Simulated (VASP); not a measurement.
Wanted: the native input for a VASP 6.6.1 run.

```yaml
Task: single point
Functional: PBE
Potentials_or_basis: VASP PAW PBE potentials, release 64 (Hf_pv, O)
Cutoff: 520 eV
k_mesh: 8 × 8 × 8
Occupations: gaussian, width 0.02 eV
Spin: no spin polarisation
Dipole_correction: no
Further_INCAR_settings: ALGO = Normal; EDIFF = 1e-07; NBANDS = 18
```

The structure of HfO2 lies in POSCAR:

```
HfO2
1.0
    0.0000000000      2.5988204737      2.5988204737
    2.5988204737      0.0000000000      2.5988204737
    2.5988204737      2.5988204737      0.0000000000
Hf O
1 2
Direct
    0.0000000000      0.0000000000      0.0000000000
    0.7500000000      0.7500000000      0.7500000000
    0.2500000000      0.2500000000      0.2500000000
```

This cell differs from its parent crystal: volume scaled by 1.06.

The input as run:

INCAR

```
SYSTEM = HfO2
ALGO = Normal
EDIFF = 1E-7
ENCUT = 520
GGA = PE
ISIF = 2
ISMEAR = 0
LASPH = .TRUE.
LCHARG = .FALSE.
LREAL = .FALSE.
LWAVE = .FALSE.
NBANDS = 18
NELM = 60
PREC = Accurate
SIGMA = 0.02
```

KPOINTS

```
k-points
0
G
  8 8 8
  0 0 0
```

Potentials or basis: VASP PAW PBE potentials, release 64 (Hf_pv, O).

Run with:

```console
$ cat potpaw_PBE.64/Hf_pv/POTCAR potpaw_PBE.64/O/POTCAR > POTCAR
$ mpirun -np 1 vasp_std > vasp.out
```

Results of the run:

| Item | Value |
| --- | --- |
| Pressure | -15.8 GPa |
| Band gap on the k mesh | 3.60 eV, direct |

Caveat: spin-orbit coupling is left out, which moves the levels of the heavy elements.

It took 32 s on 1 thread of AMD EPYC 7R43 64-Core Processor (Zen 3), on a shared host, peak memory 0.13 GiB.
